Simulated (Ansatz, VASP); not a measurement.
Two plane-wave programs on MoS2

INCAR

```
ALGO = Normal
EDIFF = 1E-7
ENCUT = 520
GGA = PE
ISIF = 2
ISMEAR = 0
IVDW = 12
LASPH = T
LCHARG = T
LELF = T
LREAL = F
LVHAR = T
LWAVE = F
NBANDS = 35
NELM = 100
PREC = Accurate
SIGMA = 0.05
```

File KPOINTS:

```
k-points
0
Gamma
  12 12 4
```

POSCAR

```
MoS2
1.0
    3.1965913925      0.0000000000      0.0000000000
   -1.5982956962      2.7683293514      0.0000000000
    0.0000000000      0.0000000000     12.0907538840
Mo S
2 4
Direct
    0.3333333333      0.6666666667      0.2500000000
    0.6666666667      0.3333333333      0.7500000000
    0.3333333333      0.6666666667      0.6204905688
    0.6666666667      0.3333333333      0.1204905688
    0.3333333333      0.6666666667      0.8795094312
    0.6666666667      0.3333333333      0.3795094312
```

Input for Ansatz:

```yaml
crystal:
  lattice:
    - [3.1965913925, 0.0, 0.0]
    - [-1.5982956962, 2.7683293514, 0.0]
    - [0.0, 0.0, 12.090753884]
  atoms:
    - { symbol: Mo, position: [0.3333333333, 0.6666666667, 0.25] }
    - { symbol: Mo, position: [0.6666666667, 0.3333333333, 0.75] }
    - { symbol: S, position: [0.3333333333, 0.6666666667, 0.6204905688] }
    - { symbol: S, position: [0.6666666667, 0.3333333333, 0.1204905688] }
    - { symbol: S, position: [0.3333333333, 0.6666666667, 0.8795094312] }
    - { symbol: S, position: [0.6666666667, 0.3333333333, 0.3795094312] }
basis:
  ecutwfc: 420
kpoints:
  mp_grid: { grid: [12, 12, 4] }
hamiltonian:
  xc: pbe
  dispersion: d3bj
scf:
  occupations: { method: gaussian, width: 0.05 }
output:
  forces: true
  stress: true
  eigenvalues: true
```

Change from the starting cell: strain +0.015 along x and y, +0.000 along z, atoms carried along.

Alike in both runs: task single point; functional PBE; dispersion D3(BJ); k mesh 12 × 12 × 4; occupations gaussian, width 0.05 eV; no spin polarisation.

```csv
,VASP,Ansatz
version,VASP 6.6.1,Ansatz 0.2.0
potentials or method,"VASP PAW PBE potentials, release 64 (Mo_sv, S), cutoff 520 eV","scalar-relativistic, plane waves, PAW"
valence electrons in the cell,52,52
```

|  | VASP | Ansatz | Ansatz less VASP |
| --- | --- | --- | --- |
| gap on the k mesh at the Fermi level (eV) | 0.78 | 0.77 | -0.015 |
| least direct gap on the mesh (eV) | 1.57 | 1.56 | -0.003 |
| pressure (GPa) | -4.3 | -4.2 | +0.11 |
| traceless stress, the component that is largest in VASP (GPa) | 1.41 | 1.44 | +0.027 |
| rms of the force components (eV/Å) | 0.141 | 0.135 | -0.0055 |

Atom by atom the forces differ by 0.005 eV/Å (rms over components).
